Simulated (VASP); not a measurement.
# Ti12Si: single point with PBE+D3(BJ)

Ti12Si, a slab with vacuum:

```
CELL_PARAMETERS angstrom
5.70996 0.00000 0.00000
-2.85498 4.94497 0.00000
0.00000 0.00000 21.59326
ATOMIC_POSITIONS crystal
Ti 0.33333 0.16667 0.18524
Ti 0.33333 0.66667 0.18524
Ti 0.83333 0.16667 0.18524
Ti 0.83333 0.66667 0.18524
Ti 0.16667 0.33333 0.28944
Ti 0.16667 0.83333 0.28944
Ti 0.66667 0.33333 0.28944
Ti 0.66667 0.83333 0.28944
Ti 0.00000 0.00000 0.39333
Ti 0.00000 0.50000 0.39333
Ti 0.50000 0.00000 0.39333
Ti 0.50000 0.50000 0.39333
Si 0.16667 0.33333 0.49521
```

```yaml
Program: VASP 6.6.1
Task: single point
Functional: PBE
Dispersion: D3(BJ)
Potentials_or_basis: VASP PAW PBE potentials, release 64 (Ti_sv, Si)
Cutoff: 520 eV
k_mesh: 6 × 6 × 1
Occupations: gaussian, width 0.1 eV
Spin: no spin polarisation
Dipole_correction: yes
Further_INCAR_settings: ALGO = Normal; EDIFF = 1e-06; NBANDS = 86
```

```
Largest force              : 1.788 eV/Å
Band gap on the k mesh     : zero (bands 74 and 75 overlap by 0.61 eV)
Dispersion energy per atom : -0.433 eV
```

Forces on the atoms (eV/Å):
```
Ti   0.027 -0.016  0.059
Ti   0.000  0.031  0.059
Ti  -0.027 -0.016  0.059
Ti   0.000  0.000  0.063
Ti   0.000  0.000 -0.469
Ti   0.031  0.018 -0.198
Ti   0.000 -0.036 -0.198
Ti  -0.031  0.018 -0.198
Ti   0.000  0.794  0.598
Ti   0.688 -0.397  0.598
Ti   0.000  0.000  0.818
Ti  -0.688 -0.397  0.598
Si   0.000  0.000 -1.788
```

Levels at points of the mesh, in eV from the Fermi level:
| k point | band 71 | band 72 | band 73 | band 74 | band 75 | band 76 |
| --- | --- | --- | --- | --- | --- | --- |
| (0.00, 0.00, 0.00) | -0.08 | 0.39 | 0.41 | 0.41 | 0.56 | 0.77 |
| (0.50, 0.00, 0.00) | -0.43 | -0.37 | -0.31 | -0.28 | -0.11 | -0.02 |

Run time: 21 min on 1 thread of Intel(R) Xeon(R) Platinum 8488C (Sapphire Rapids) (shared host), peak memory 0.72 GiB.
